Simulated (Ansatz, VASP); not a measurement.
# One calculation of Al3Ru, two programs

```
CELL_PARAMETERS angstrom
4.90411 0.00000 0.00000
0.00000 4.90411 0.00000
0.00000 0.00000 4.90411
ATOMIC_POSITIONS crystal
Al 0.50000 0.25000 0.00000
Al 0.50000 0.75000 0.00000
Al 0.25000 0.00000 0.50000
Al 0.75000 0.00000 0.50000
Al 0.00000 0.50000 0.25000
Al 0.00000 0.50000 0.75000
Ru 0.50000 0.50000 0.50000
Ru 0.00000 0.00000 0.00000
```

Change from the starting cell: species swapped into the Zr3Au type (Pm-3n, No. 223).

Alike in both runs: functional PBE; k mesh 8 × 8 × 8; occupations gaussian, width 0.1 eV; no spin polarisation.

Ansatz relaxed the structure, and its values are those at the end. VASP's run is a single point on that final structure, the one shown.

|  | VASP | Ansatz |
| --- | --- | --- |
| version | VASP 6.6.1 | Ansatz 0.2.0 |
| potentials or method | VASP PAW PBE potentials, release 64 (Al, Ru_pv), cutoff 520 eV | scalar-relativistic, plane waves, PAW |
| valence electrons in the cell | 46 | 50 |

VASP gave:

- gap on the k mesh at the Fermi level (eV): none
- pressure (GPa): -0.1

**Question.** Which values does Ansatz return?

**Answer.** gap on the k mesh at the Fermi level (eV): none; pressure (GPa): 0.0.

A gap of «none» marks a metal or a gap that the smearing closes. VASP's potentials hold 46 valence electrons a cell and Ansatz's 50, so a difference there can come from the potentials and not from the codes.
